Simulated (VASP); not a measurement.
Input of a VASP 6.6.1 run:

INCAR

```
  ALGO = Normal
  EDIFF = 1E-6
  ENCUT = 520
  GGA = PE
  ISIF = 2
  ISMEAR = 0
  LASPH = True
  LCHARG = False
  LREAL = False
  LWAVE = False
  NBANDS = 28
  NELM = 60
  PREC = Accurate
  SIGMA = 0.02
```

File KPOINTS:

```
k-points
0
Gamma
  8 8 8
```

Contents of POSCAR:

```
BaTiO3
1.0
    4.0192335066      0.0000000000      0.0000000000
    0.0000000000      4.0192335066      0.0000000000
    0.0000000000      0.0000000000      4.0192335066
Ba Ti O
1 1 3
Direct
    0.0000000000      0.0000000000      0.0000000000
    0.5000000000      0.5000000000      0.5000000000
    0.0000000000      0.5000000000      0.5000000000
    0.5000000000      0.0000000000      0.5000000000
    0.5000000000      0.5000000000      0.0000000000
```

Potentials or basis: VASP PAW PBE potentials, release 64 (Ba_sv, Ti_sv, O).

Run with:

```console
$ cat potpaw_PBE.64/Ba_sv/POTCAR potpaw_PBE.64/Ti_sv/POTCAR potpaw_PBE.64/O/POTCAR > POTCAR
$ mpirun -np 1 vasp_std > vasp.out
```

Question: Predict the pressure.

Answer: 1.7 GPa.

Question: Predict the band gap on the k mesh.

Answer: 1.72 eV (least direct gap 1.88 eV).

Caveat: spin-orbit coupling is left out, which moves the levels of the heavy elements. A k mesh can miss the band edges.
